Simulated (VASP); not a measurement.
Wanted: the native input for a VASP 6.6.1 run.

```
Task                   : single point
Functional             : PBE
Potentials or basis    : VASP PAW PBE potentials, release 64 (Sb, S)
Cutoff                 : 520 eV
k mesh                 : 4 × 4 × 4
Occupations            : gaussian, width 0.1 eV
Spin                   : no spin polarisation
Dipole correction      : no
Further INCAR settings : ALGO = Normal; EDIFF = 1e-07; NBANDS = 20
```

The structure of SbS3 lies in POSCAR:

```
SbS3
1.0
    5.0795247379      0.0000000000      0.0000000000
    0.0000000000      5.0795247379      0.0000000000
    0.0000000000      0.0000000000      5.0795247379
Sb S
1 3
Direct
    0.0000000000      0.0000000000      0.0000000000
    0.5000000000      0.0000000000      0.0000000000
    0.0000000000      0.5000000000      0.0000000000
    0.0000000000      0.0000000000      0.5000000000
```

One way to write it, as run:

INCAR

```
PREC     = Accurate       # precision mode
ENCUT    = 520            # plane-wave cutoff, eV
EDIFF    = 1E-7           # SCF threshold, eV
ISMEAR   = 0              # smearing method
SIGMA    = 0.1            # smearing width, eV
LREAL    = F              # projectors in reciprocal space
LASPH    = T              # aspherical terms in the spheres
NELM     = 80             # most SCF steps
ALGO     = Normal         # electronic algorithm
ISIF     = 2              # what is computed and relaxed
LWAVE    = F              # write WAVECAR
LCHARG   = T              # write CHGCAR
GGA      = PE             # functional
LELF     = T              # ELF
LVHAR    = T            
NBANDS   = 20             # bands
```

KPOINTS

```
regular mesh
0
Gamma
  4 4 4
```

Potentials or basis: VASP PAW PBE potentials, release 64 (Sb, S).

Launch:

```sh
$ cat potpaw_PBE.64/Sb/POTCAR potpaw_PBE.64/S/POTCAR > POTCAR
$ mpirun -np 1 vasp_std > vasp.out
```

Results of the run:

| Property | Result |
| --- | --- |
| Pressure | -0.3 GPa |

Wall time 30 s on 1 thread of Intel Xeon 6975P-C (shared host), peak memory 0.24 GiB.
